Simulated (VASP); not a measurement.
Here is a VASP 6.6.1 calculation.

File INCAR:

```
SYSTEM = Be
ALGO = Normal
EDIFF = 1E-7
EDIFFG = -0.005
ENCUT = 600
GGA = PS
IBRION = 2
ISIF = 3
ISMEAR = 0
LASPH = .TRUE.
LCHARG = .FALSE.
LREAL = .FALSE.
LWAVE = .FALSE.
NELM = 100
NSW = 100
PREC = Accurate
SIGMA = 0.1
```

KPOINTS

```
k-points
0
G
  24 24 24
  0 0 0
```

File POSCAR:

```
Be
1.0
   -1.2531209513      1.2531209513      1.2531209513
    1.2531209513     -1.2531209513      1.2531209513
    1.2531209513      1.2531209513     -1.2531209513
Be
1
Direct
    0.0000000000      0.0000000000      0.0000000000
```

Potentials or basis: VASP PAW PBE potentials, release 64 (Be).

The run is started by

```bash
$ cat potpaw_PBE.64/Be/POTCAR > POTCAR
$ mpirun -np 1 vasp_std > vasp.out
```

Task: Estimate the relaxed cell.

Result: a = 2.161 Å, b = 2.161 Å, c = 2.161 Å, α = 109.47°, β = 109.47°, γ = 109.47°.

Task: Predict the band gap on the k mesh.

Result: Zero (band 1 reaches 12.01 eV, above the bottom of band 2 at 6.64 eV).

Task: Predict the space group after relaxing (to 0.05 Å).

Result: Im-3m (No. 229).

The path:
```
step  energy change (eV)  largest force (eV/Å)  pressure (GPa)  volume (Å³)
   1              0.0000                0.0000           -1.59         7.87
   2             -0.0005                0.0000           -0.21         7.78
   3             -0.0005                0.0000           -0.01         7.77
```

Caveat: the PAW data sets were made with another functional, which shifts forces and pressure a little.
